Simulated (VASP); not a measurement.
## Al: single point with LDA

The system is Al, a slab with vacuum.

```
CELL_PARAMETERS angstrom
5.71430 0.00000 0.00000
-2.85715 4.94873 0.00000
0.00000 0.00000 20.10164
ATOMIC_POSITIONS crystal
Al 0.33333 0.16667 0.19899
Al 0.33333 0.66667 0.19899
Al 0.83333 0.16667 0.19899
Al 0.83333 0.66667 0.19899
Al 0.16667 0.33333 0.31345
Al 0.16667 0.83333 0.31345
Al 0.66667 0.33333 0.31345
Al 0.66667 0.83333 0.31345
Al 0.00000 0.00000 0.42791
Al 0.00000 0.50000 0.42791
Al 0.50000 0.00000 0.42791
Al 0.50000 0.50000 0.42791
```

- Program: VASP 6.6.1
- Task: single point
- Functional: LDA
- Potentials or basis: VASP PAW LDA potentials, release 64 (Al)
- Cutoff: 520 eV
- k mesh: 6 × 6 × 1
- Occupations: gaussian, width 0.1 eV
- Spin: no spin polarisation
- Dipole correction: yes
- Further INCAR settings: ALGO = Normal; EDIFF = 1e-06; NBANDS = 30

The largest force is 0.157 eV/Å. The band gap on the k mesh is zero (band 18 reaches 0.28 eV, above the bottom of band 19 at -0.76 eV).

Forces in eV/Å, atoms in the order of the input:
```
Al   0.000  0.000  0.157
Al   0.000  0.000  0.157
Al   0.000  0.000  0.157
Al   0.000  0.000  0.157
Al   0.000  0.000 -0.001
Al   0.000  0.000 -0.001
Al   0.000  0.000 -0.001
Al   0.000  0.000 -0.001
Al   0.000  0.000 -0.156
Al   0.000  0.000 -0.156
Al   0.000  0.000 -0.156
Al   0.000  0.000 -0.156
```

Levels at points of the mesh, in eV from the Fermi level:
```csv
k point,band 14,band 15,band 16,band 17,band 18,band 19,band 20,band 21,band 22,band 23
"(0.00, 0.00, 0.00)",-2.73,-2.73,-2.73,-0.39,-0.39,-0.39,-0.15,-0.15,-0.15,0.49
"(0.50, 0.00, 0.00)",-1.60,-0.46,-0.46,-0.23,-0.23,0.95,0.95,1.35,1.35,1.63
```

Wall time 6.1 min on 1 thread of Intel Xeon 8259CL, with other jobs on the host, peak memory 0.44 GiB.
